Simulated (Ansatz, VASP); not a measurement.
# SnTe: VASP beside Ansatz

The input INCAR:

```
SYSTEM = SnTe
PREC = Accurate
ENCUT = 520
EDIFF = 1E-8
ISMEAR = -1
SIGMA = 0.08
LREAL = .False.
LASPH = .True.
NELM = 60
ALGO = Normal
ISIF = 2
LWAVE = .False.
LCHARG = .False.
GGA = PE
LEFG = .True.
NBANDS = 17
```

KPOINTS

```
regular mesh
0
Gamma
  11 11 11
  0 0 0
```

The input POSCAR:

```
SnTe
1.0
    0.0315650000      3.1722825000      3.1722825000
    3.1722825000      0.0315650000      3.1722825000
    3.1722825000      3.1722825000      0.0315650000
Sn Te
1 1
Direct
    0.0000000000      0.0000000000      0.0000000000
    0.5000000000      0.5000000000      0.5000000000
```

Input for Ansatz:

```yaml
crystal:
  lattice:
    - [0.031565, 3.1722825, 3.1722825]
    - [3.1722825, 0.031565, 3.1722825]
    - [3.1722825, 3.1722825, 0.031565]
  atoms:
    - { symbol: Sn, position: [0.0, 0.0, 0.0] }
    - { symbol: Te, position: [0.5, 0.5, 0.5] }
kpoints:
  mp_grid: { grid: [11, 11, 11] }
scf:
  occupations: { method: fermi_dirac, width: 0.08 }
hamiltonian:
  xc: pbe
  pseudopotentials: { kind: all_electron, datasets: crystal }
output:
  forces: true
  stress: true
  eigenvalues: true
  efg: { contact_densities: true }
```

Change from the starting cell: equal xy, yz and zx shear strains of +1 %, crystal datasets.

Alike in both runs: task electric field gradients; functional PBE; k mesh 11 × 11 × 11; occupations fermi-dirac, width 0.08 eV; no spin polarisation.

|  | VASP | Ansatz |
| --- | --- | --- |
| version | VASP 6.6.1 | Ansatz 0.2.0 |
| potentials or method | VASP PAW PBE potentials, release 64 (Sn_d, Te), cutoff 520 eV | all-electron PAW with datasets made for the crystal, scalar-relativistic |

```tsv
	VASP	Ansatz	Ansatz less VASP
pressure (GPa)	2.0	2.0	+0.02
traceless stress, the component that is largest in VASP (GPa)	-0.16	-0.16	0.000
size of Vzz on the site where it differs most (V/Å²)	11.4	11.7	+0.31
```

Ansatz ran all-electron here, and VASP with PAW potentials.

Spin-orbit coupling is off throughout.
